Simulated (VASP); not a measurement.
Input of a VASP 6.6.1 run:

POSCAR

```
CdI2
1.0
    4.1408335089      0.0000000000      0.0000000000
   -2.0704167544      3.5860670115      0.0000000000
    0.0000000000      0.0000000000      7.0274584198
Cd I
1 2
Direct
    0.0000000000      0.0000000000      0.0000000000
    0.3333333333      0.6666666667      0.2514013548
    0.6666666667      0.3333333333      0.7485986452
```

File INCAR.step1:

```
SYSTEM = CdI2
ALGO     = Normal         ! electronic algorithm
EDIFF    = 1E-5           ! SCF threshold, eV
ENCUT    = 550            ! plane-wave cutoff, eV
GGA      = PE             ! functional
GGA_COMPAT= .False.      
ISMEAR   = 0              ! smearing method
LASPH    = .True.         ! aspherical terms in the spheres
LCHARG   = .False.        ! write CHGCAR
LREAL    = .False.        ! projectors in reciprocal space
LWAVE    = .True.         ! write WAVECAR
NBANDS   = 20             ! bands
NELM     = 120            ! most SCF steps
PREC     = Accurate       ! precision mode
SIGMA    = 0.01           ! smearing width, eV
```

Contents of INCAR.step2:

```
SYSTEM = CdI2
ALGO     = Normal         ! electronic algorithm
EDIFF    = 1E-6           ! SCF threshold, eV
ENCUT    = 550            ! plane-wave cutoff, eV
GGA_COMPAT= .False.      
ISIF     = 2              ! what is computed and relaxed
ISMEAR   = 0              ! smearing method
ISTART   = 1            
LASPH    = .True.         ! aspherical terms in the spheres
LCHARG   = .True.         ! write CHGCAR
LELF     = .True.         ! ELF
LMIXTAU  = .True.       
LREAL    = .False.        ! projectors in reciprocal space
LVHAR    = .True.       
LWAVE    = .False.        ! write WAVECAR
METAGGA  = R2SCAN         ! meta-GGA
NBANDS   = 20             ! bands
NELM     = 120            ! most SCF steps
PREC     = Accurate       ! precision mode
SIGMA    = 0.01           ! smearing width, eV
```

The input KPOINTS:

```
k-points
0
Gamma
  12 12 4
  0 0 0
```

Potentials or basis: VASP PAW PBE potentials, release 64 (Cd, I).

Launch:

```bash
$ cat potpaw_PBE.64/Cd/POTCAR potpaw_PBE.64/I/POTCAR > POTCAR
$ cp INCAR.step1 INCAR
$ mpirun -np 1 vasp_std > vasp.out
$ cp INCAR.step2 INCAR
$ mpirun -np 1 vasp_std > vasp.out
```

Task: Predict the pressure.

Result: 2.0 GPa.

Task: What does it give for the largest force?

Result: 0.021 eV/Å.

Task: What does it give for the band gap on the k mesh?

Result: 2.63 eV (least direct gap 3.09 eV).

Stress tensor (GPa, compression positive):
```
2.56 0.00 0.00
0.00 2.56 0.00
0.00 0.00 0.97
```

Caveat: the cell differs from its parent crystal (epitaxial xy strain -2.5%); the PAW data sets were made with another functional, which shifts forces and pressure a little; spin-orbit coupling is left out, which moves the levels of the heavy elements. A k mesh can miss the band edges.
